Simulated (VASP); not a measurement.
Write the native input for VASP 6.6.1 that does the following.

```yaml
Task: relaxation of cell and atoms
Functional: LDA
Potentials_or_basis: VASP PAW LDA potentials, release 64 (Mg, S)
Cutoff: 600 eV
k_mesh: 8 × 8 × 8
Occupations: gaussian, width 0.01 eV
Spin: no spin polarisation
Target_pressure: 1 GPa
Dipole_correction: no
Further_INCAR_settings: ALGO = Normal; EDIFF = 1e-06; IBRION = 2; EDIFFG = -0.002; NSW = 100; ISIF = 3
```

The structure of MgS lies in POSCAR:

```
MgS
1.0
    0.0000000000      2.5641819422      2.5641819422
    2.5641819422      0.0000000000      2.5641819422
    2.5641819422      2.5641819422      0.0000000000
Mg S
1 1
Direct
    0.0000000000      0.0000000000      0.0000000000
    0.5000000000      0.5000000000      0.5000000000
```

One way to write it, as run:

INCAR

```
SYSTEM = MgS
PREC = Accurate
ENCUT = 600
EDIFF = 1E-6
ISMEAR = 0
SIGMA = 0.01
LREAL = .False.
LASPH = .True.
NELM = 80
ALGO = Normal
ISIF = 3
LWAVE = .False.
LCHARG = .False.
GGA = CA
IBRION = 2
NSW = 100
EDIFFG = -0.002
PSTRESS = 10.0
```

KPOINTS

```
Automatic mesh
0
Gamma
  8 8 8
  0 0 0
```

Potentials or basis: VASP PAW LDA potentials, release 64 (Mg, S).

The run is started by

```console
$ cat potpaw_LDA.64/Mg/POTCAR potpaw_LDA.64/S/POTCAR > POTCAR
$ mpirun -np 1 vasp_std > vasp.out
```

Results of the run:

```
Relaxed volume                                         : 16.57 Å³/atom
Relaxed cell                                           : a = 3.605 Å, b = 3.605 Å, c = 3.605 Å, α = 60.00°, β = 60.00°, γ = 60.00°
Space group after relaxing (to 0.05 Å)                 : Fm-3m (No. 225)
Energy change on relaxing (the enthalpy is what falls) : +0.4 meV/atom
Ionic steps                                            : 3
Pressure after relaxing                                : 1.0 GPa
Band gap on the k mesh                                 : 2.69 eV, indirect (least direct gap 3.99 eV)
```

Caveat: the cell is relaxed towards a set pressure, so the enthalpy falls and the energy may rise.

Wall time 18 s on 1 thread of AMD EPYC 7R43 64-Core Processor (Zen 3), with other jobs on the host, peak memory 0.12 GiB.
